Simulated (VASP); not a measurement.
# ZrC (Fm-3m) in VASP: relaxation of cell and atoms with r2SCAN

Aim: the relaxation of cell and atoms of ZrC with r2SCAN.

Program: VASP 6.6.1. These are calculated values, not measurements. Logs are shortened: lines on timing, memory, paths and dates and some standing lists are left out, and cuts for length are marked.

### Step 1. The cell of the first run

The structure is cubic, space group Fm-3m (No. 225). The conventional cell has a = 4.700 Å, b = 4.700 Å, c = 4.700 Å, α = 90.00°, β = 90.00°, γ = 90.00°. Within 3.1 Å of Zr (site symmetry m-3m) lie 6 C at 2.35 Å. C (site symmetry m-3m) has 6 Zr at 2.35 Å within 3.1 Å.

### Step 2. Relaxation of cell and atoms, r2SCAN

Contents of POSCAR:

```
ZrC
1.0
    0.0000000000      2.3502100000      2.3502100000
    2.3502100000      0.0000000000      2.3502100000
    2.3502100000      2.3502100000      0.0000000000
Zr C
1 1
Direct
    0.5000000000      0.5000000000      0.5000000000
    0.0000000000      0.0000000000      0.0000000000
```

Contents of INCAR.step1:

```
SYSTEM = ZrC
ALGO = Normal ; EDIFF = 1E-4
ENCUT = 600 ; GGA = PE
ISMEAR = 0 ; LASPH = .TRUE.
LCHARG = .FALSE. ; LREAL = .FALSE.
LWAVE = .TRUE. ; NELM = 60
PREC = Accurate ; SIGMA = 0.1
```

Contents of INCAR.step2:

```
SYSTEM = ZrC
ALGO = Normal ; EDIFF = 1E-7
EDIFFG = -0.005 ; ENCUT = 600
IBRION = 2 ; ISIF = 3
ISMEAR = 0 ; ISTART = 1
LASPH = .TRUE. ; LCHARG = .FALSE.
LMIXTAU = .TRUE. ; LREAL = .FALSE.
LWAVE = .FALSE. ; METAGGA = R2SCAN
NELM = 60 ; NSW = 100
PREC = Accurate ; SIGMA = 0.1
```

Contents of KPOINTS:

```
k-points
0
G
  16 16 16
  0 0 0
```

Potentials or basis: VASP PAW PBE potentials, release 64 (Zr_sv, C).

Launch:

```bash
$ cat potpaw_PBE.64/Zr_sv/POTCAR potpaw_PBE.64/C/POTCAR > POTCAR
$ cp INCAR.step1 INCAR
$ mpirun -np 1 vasp_std > vasp.out
$ cp INCAR.step2 INCAR
$ mpirun -np 1 vasp_std > vasp.out
```

OUTCAR:

```text
SYSTEM = ZrC
   EDIFF = 1E-7
   EDIFFG = -0.005
   ENCUT = 600
   IBRION = 2
   ISIF = 3
   ISMEAR = 0
   ISTART = 1
   LASPH = .TRUE.
   LREAL = .FALSE.
   METAGGA = R2SCAN
   NELM = 60
   NSW = 100
   PREC = Accurate

 ion  position               nearest neighbor table
   1  0.500  0.500  0.500-   2 2.35   2 2.35   2 2.35   2 2.35   2 2.35   2 2.35
   2  0.000  0.000  0.000-   1 2.35   1 2.35   1 2.35   1 2.35   1 2.35   1 2.35

  LATTYP: Found a face centered cubic cell.
 ALAT       =     4.7004200000

  Lattice vectors:

 A1 = (   0.0000000000,   2.3502100000,   2.3502100000)
 A2 = (   2.3502100000,   0.0000000000,   2.3502100000)
 A3 = (   2.3502100000,   2.3502100000,   0.0000000000)

Analysis of symmetry for initial positions (statically):
=====================================================================
 Subroutine PRICEL returns:
 Original cell was already a primitive cell.

 Routine SETGRP: Setting up the symmetry group for a
 face centered cubic supercell.

 Subroutine GETGRP returns: Found 48 space group operations
 (whereof 48 operations were pure point group operations)
 out of a pool of 48 trial point group operations.

The static configuration has the point symmetry O_h .

Analysis of symmetry for dynamics (positions and initial velocities):
=====================================================================
 Subroutine PRICEL returns:
 Original cell was already a primitive cell.

 Routine SETGRP: Setting up the symmetry group for a
 face centered cubic supercell.

 Subroutine GETGRP returns: Found 48 space group operations
 (whereof 48 operations were pure point group operations)
 out of a pool of 48 trial point group operations.

The dynamic configuration has the point symmetry O_h .

 Subroutine INISYM returns: Found 48 space group operations
 (whereof 48 operations are pure point group operations),
 and found     1 'primitive' translations

----------------------------------------------------------------------------------------

                                     Primitive cell

  volume of cell :      25.9627

  direct lattice vectors                    reciprocal lattice vectors
     0.000000000  2.350210000  2.350210000    -0.212746946  0.212746946  0.212746946
     2.350210000  0.000000000  2.350210000     0.212746946 -0.212746946  0.212746946
     2.350210000  2.350210000  0.000000000     0.212746946  0.212746946 -0.212746946

  length of vectors
     3.323698856  3.323698856  3.323698856     0.368488520  0.368488520  0.368488520

  position of ions in fractional coordinates (direct lattice)
     0.500000000  0.500000000  0.500000000
     0.000000000  0.000000000  0.000000000

  ion indices of the primitive-cell ions
   primitive index   ion index
                 1           1
                 2           2

----------------------------------------------------------------------------------------

 KPOINTS: k-points

Automatic generation of k-mesh.
 Grid dimensions read from file:
 generate k-points for:   16   16   16

 Generating k-lattice:

  Cartesian coordinates                     Fractional coordinates (reciprocal lattice)
    -0.013296684  0.013296684  0.013296684     0.062500000  0.000000000  0.000000000
     0.013296684 -0.013296684  0.013296684     0.000000000  0.062500000  0.000000000
     0.013296684  0.013296684 -0.013296684     0.000000000  0.000000000  0.062500000

  Length of vectors
     0.023030532  0.023030532  0.023030532

  Shift w.r.t. Gamma in fractional coordinates (k-lattice)
     0.000000000  0.000000000  0.000000000

 Subroutine IBZKPT returns following result:
 ===========================================

 Found    145 irreducible k-points:

 Following reciprocal coordinates:
            Coordinates               Weight
  0.000000  0.000000  0.000000      1.000000
  0.062500  0.000000  0.000000      8.000000
  0.125000  0.000000  0.000000      8.000000
  0.187500  0.000000  0.000000      8.000000
  0.250000  0.000000  0.000000      8.000000
  0.312500  0.000000  0.000000      8.000000
[... 16 lines left out ...]
 -0.125000  0.062500  0.000000     24.000000
 -0.062500  0.062500  0.000000     12.000000
 [... further k-points ...]
   k-points           NKPTS =    145   k-points in BZ     NKDIM =    145   number of bands    NBANDS=     12
   number of dos      NEDOS =    301   number of ions     NIONS =      2
   total plane-waves  NPLWV =  21952
   dimension x,y,z NGX =    28 NGY =   28 NGZ =   28
   dimension x,y,z NGXF=    56 NGYF=   56 NGZF=   56
   ions per type =               1   1
   NGX,Y,Z   is equivalent  to a cutoff of  14.01, 14.01, 14.01 a.u.
   NGXF,Y,Z  is equivalent  to a cutoff of  28.01, 28.01, 28.01 a.u.
 SYSTEM =  ZrC
   PREC   = accura    normal or accurate (medium, high low for compatibility)
   ISTART =      1    job   : 0-new  1-cont  2-samecut
   ICHARG =      0    charge: 1-file 2-atom 10-const
   ISPIN  =      1    spin polarized calculation?
   LNONCOLLINEAR =      F non collinear calculations
   LSORBIT =      F    spin-orbit coupling
   LASPH  =      T    aspherical Exc in radial PAW
   ENCUT  =  600.0 eV  44.10 Ry    6.64 a.u.   6.64  6.64  6.64*2*pi/ulx,y,z
   NELM   =     60;   NELMIN=  2; NELMDL=  0     # of ELM steps
   EDIFF  = 0.1E-06   stopping-criterion for ELM
   LREAL  =      F    real-space projection
   EDIFFG = -.5E-02   stopping-criterion for IOM
   NSW    =    100    number of steps for IOM
   IBRION =      2    ionic relax: 0-MD 1-quasi-New 2-CG
   NFREE  =      1    steps in history (QN), initial steepest desc. (CG)
   ISIF   =      3    stress and relaxation
   ISYM   =      2    0-nonsym 1-usesym 2-fastsym
   POTIM  = 0.5000    time-step for ionic-motion
   TEBEG  =    0.0;   TEEND  =   0.0 temperature during run
   PSTRESS=    0.0 pullay stress
   NELECT =      16.0000    total number of electrons
   NUPDOWN=      -1.0000    fix difference up-down
   EMIN   =  10.00;   EMAX   =-10.00  energy-range for DOS
   EFERMI =   0.00;   METHOD = LEGACY
   ISMEAR =     0;   SIGMA  =   0.10  broadening in eV -4-tet -1-fermi 0-gaus
   EFERMI_NEDOS =   21; number of points for ismear=-14 and -15
   IALGO  =     38    algorithm
   IMIX   =      4    mixing-type and parameters
     AMIX     =   0.40;   BMIX     =  1.00
     AMIX_MAG =   1.60;   BMIX_MAG =  1.00
  volume/ion in A,a.u.               =      12.98        87.60
  Fermi-wavevector in a.u.,A,eV,Ry     =   1.393151  2.632673 26.407131  1.940869
  Thomas-Fermi vector in A             =   2.516825
   LORBIT       =      0    0 simple, 1 ext, 2 COOP (PROOUT), +10 PAW based schemes
   METAGGA = R2SCAN    functional components
   LHFCALC =     F    Hartree Fock is set to
   AEXX    =    0.0000 exact exchange contribution
   IVDW    =     0    specifies the selected vdW correction
   LEPSILON=     F    determine dielectric tensor
   LRPA    =     F    only Hartree local field effects (RPA)
 conjugate gradient relaxation of ions
 non-spin polarized calculation
 Gauss-broadening in eV      SIGMA  =   0.10
  energy-cutoff  :      600.00
  volume of cell :       25.96
 maximum number of plane-waves:       893
   NGX = 13   NGY = 13   NGZ = 13

--------------------------------------- Ionic step        1  -------------------------------------------

 number of electron      16.0000000 magnetization

 Free energy of the ion-electron system (eV)
  ---------------------------------------------------
  ext. energy  EPLUGINS =         0.00000000
  ---------------------------------------------------
  free energy    TOTEN  =       -34.72332933 eV

  energy without entropy =      -34.72159196  energy(sigma->0) =      -34.72246064

------------------------ aborting loop because EDIFF is reached ----------------------------------------

  FORCE on cell =-STRESS in cart. coord.  units (eV):
  Direction    XX          YY          ZZ          XY          YZ          ZX
  --------------------------------------------------------------------------------------
  -------------------------------------------------------------------------------------
  Total        0.2856934      0.2856934      0.2856934      0.0000000     -0.0000000     -0.0000000
  in kB       17.6303466     17.6303466     17.6303466      0.0000000     -0.0000000     -0.0000000
  external PRESSURE =      17.6303466 kB  Pullay stress =       0.0000000 kB

 VOLUME and BASIS-vectors are now :
 -----------------------------------------------------------------------------
  energy-cutoff  :      600.00
  volume of cell :       25.96
      direct lattice vectors                 reciprocal lattice vectors
     0.000000000  2.350210000  2.350210000    -0.212746946  0.212746946  0.212746946
     2.350210000  0.000000000  2.350210000     0.212746946 -0.212746946  0.212746946
     2.350210000  2.350210000  0.000000000     0.212746946  0.212746946 -0.212746946
[... 37 lines left out ...]
 POSITION                                       TOTAL-FORCE (eV/Angst)
 -----------------------------------------------------------------------------------
      2.36641      2.36641      2.36641         0.000000      0.000000      0.000000
      2.36641      0.00000      2.36641        -0.000000     -0.000000     -0.000000
 -----------------------------------------------------------------------------------
    total drift:                                0.000000      0.000000      0.000000

  FREE ENERGIE OF THE ION-ELECTRON SYSTEM (eV)
  ---------------------------------------------------
  free  energy   TOTEN  =       -34.7212327424 eV

  energy  without entropy=      -34.7194646980  energy(sigma->0) =      -34.72034872

--------------------------------------- Ionic step        3  -------------------------------------------

 number of electron      16.0000000 magnetization

 Free energy of the ion-electron system (eV)
  ---------------------------------------------------
  ext. energy  EPLUGINS =         0.00000000
  ---------------------------------------------------
  free energy    TOTEN  =       -34.72440167 eV

  energy without entropy =      -34.72265174  energy(sigma->0) =      -34.72352670

 E-fermi :   9.5657     XC(G=0): -12.9010

 val. band max:        9.5583388290   @ k =   0.5000   0.5000   0.0000
 cond. band min:       9.5771553807   @ k =  -0.0625   0.0625   0.0000
 fundamental gap:      0.0188165517
 Fermi energy:         9.5657072935

 k-point     1 :       0.0000    0.0000    0.0000
  band No.  band energies     occupation
      1     -40.2940      2.00000
      2     -17.3008      2.00000
      3     -17.3008      2.00000
      4     -17.3008      2.00000
      5      -2.4499      2.00000
      6      10.4827      0.00000
      7      10.4827      0.00000
      8      10.4827      0.00000
      9      10.8723      0.00000
     10      10.8723      0.00000
     11      10.8723      0.00000
     12      12.5035      0.00000

 k-point     2 :       0.0625    0.0000    0.0000
  band No.  band energies     occupation
      1     -40.2901      2.00000
      2     -17.3363      2.00000
      3     -17.3037      2.00000
      4     -17.3037      2.00000
      5      -2.3594      2.00000
      6       9.7901      0.00150
      7       9.9516      0.00000
      8       9.9516      0.00000
      9      11.0662      0.00000
     10      11.0662      0.00000
     11      11.3557      0.00000
     12      13.0318      0.00000
[... 316 lines left out ...]
 k-point    24 :      -0.0625    0.0625    0.0000
  band No.  band energies     occupation
      1     -40.2838      2.00000
      2     -17.3851      2.00000
      3     -17.3228      2.00000
      4     -17.3019      2.00000
      5      -2.2133      2.00000
      6       9.1488      2.00000
      7       9.3328      1.99901
      8       9.5772      0.87138
      9      11.0191      0.00000
     10      11.6197      0.00000
     11      11.6572      0.00000
     12      13.1525      0.00000

 [... further k-points ...]

------------------------ aborting loop because EDIFF is reached ----------------------------------------

  FORCE on cell =-STRESS in cart. coord.  units (eV):
  Direction    XX          YY          ZZ          XY          YZ          ZX
  --------------------------------------------------------------------------------------
  -------------------------------------------------------------------------------------
  Total       -0.0001365     -0.0001365     -0.0001365      0.0000000      0.0000000     -0.0000000
  in kB       -0.0083620     -0.0083620     -0.0083620      0.0000000      0.0000000     -0.0000000
  external PRESSURE =      -0.0083620 kB  Pullay stress =       0.0000000 kB

 VOLUME and BASIS-vectors are now :
 -----------------------------------------------------------------------------
  energy-cutoff  :      600.00
  volume of cell :       26.16
      direct lattice vectors                 reciprocal lattice vectors
    -0.000000000  2.356144948  2.356144948    -0.212211053  0.212211053  0.212211053
     2.356144948  0.000000000  2.356144948     0.212211053 -0.212211053  0.212211053
     2.356144948  2.356144948  0.000000000     0.212211053  0.212211053 -0.212211053

 POSITION                                       TOTAL-FORCE (eV/Angst)
 -----------------------------------------------------------------------------------
      2.35614      2.35614      2.35614         0.000000     -0.000000      0.000000
      0.00000      0.00000      0.00000        -0.000000      0.000000     -0.000000
 -----------------------------------------------------------------------------------
    total drift:                                0.000000      0.000000      0.000000

  FREE ENERGIE OF THE ION-ELECTRON SYSTEM (eV)
  ---------------------------------------------------
  free  energy   TOTEN  =       -34.7244016682 eV

  energy  without entropy=      -34.7226517377  energy(sigma->0) =      -34.72352670

 reached required accuracy - stopping structural energy minimisation
```

Wall time 6.8 min (1 thread of Intel Xeon Platinum 8488C (Sapphire Rapids), shared host); peak memory 0.22 GiB.

What came out:

- Free energy: -34.7244 eV
- Relaxed volume: 13.08 Å³/atom
- Relaxed cell: a = 3.332 Å, b = 3.332 Å, c = 3.332 Å, α = 60.00°, β = 60.00°, γ = 60.00°
- Space group after relaxing (to 0.1 Å): Fm-3m (No. 225)
- Energy gained by relaxing: 0.5 meV/atom
- Ionic steps: 3
- Pressure after relaxing: 0.0 GPa
- Band gap on the k mesh: zero (bands 8 and 9 overlap by 1.32 eV)

The path:
| step | energy change (eV) | largest force (eV/Å) | pressure (GPa) | volume (Å³) |
| --- | --- | --- | --- | --- |
| 1 | 0.0000 | 0.0000 | 1.76 | 25.96 |
| 2 | 0.0021 | 0.0000 | -2.92 | 26.50 |
| 3 | -0.0011 | 0.0000 | 0.00 | 26.16 |

Final structure:
```xyz
2
Lattice="0.0000 2.3561 2.3561 2.3561 0.0000 2.3561 2.3561 2.3561 0.0000" Properties=species:S:1:pos:R:3 pbc="T T T"
Zr    2.3561    2.3561    2.3561
C     0.0000    0.0000    0.0000
```

Caveat: the PAW data sets were made with another functional, which shifts forces and pressure a little.
